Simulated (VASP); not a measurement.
A run of VASP 6.6.1 is set up as follows.

INCAR

```
ALGO = Normal
EDIFF = 1E-7
EDIFFG = -0.01
ENCUT = 600
GGA = PE
IBRION = 2
ISIF = 3
ISMEAR = 1
LASPH = True
LCHARG = False
LREAL = False
LWAVE = False
NELM = 100
NSW = 80
PREC = Accurate
PSTRESS = 200.0
SIGMA = 0.05
```

KPOINTS

```
k-points
0
Gamma
  11 11 11
```

File POSCAR:

```
Be
1.0
    2.0700000000      0.0000000000      0.0000000000
    0.0000000000      2.0700000000      0.0000000000
    0.0000000000      0.0000000000      2.0700000000
Be
1
Direct
    0.0000000000      0.0000000000      0.0000000000
```

Potentials or basis: VASP PAW PBE potentials, release 64 (Be).

The run is started by

```sh
$ cat potpaw_PBE.64/Be/POTCAR > POTCAR
$ mpirun -np 1 vasp_std > vasp.out
```

(1) What does it give for the relaxed volume?

(2) Predict the space group after relaxing (to 0.05 Å).

(3) What does it give for the relaxed cell?

Results:

(1) 8.52 Å³/atom.

(2) Pm-3m (No. 221).

(3) a = 2.043 Å, b = 2.043 Å, c = 2.043 Å, α = 90.00°, β = 90.00°, γ = 90.00°.

Caveat: the cell is relaxed towards a set pressure, so the enthalpy falls and the energy may rise.
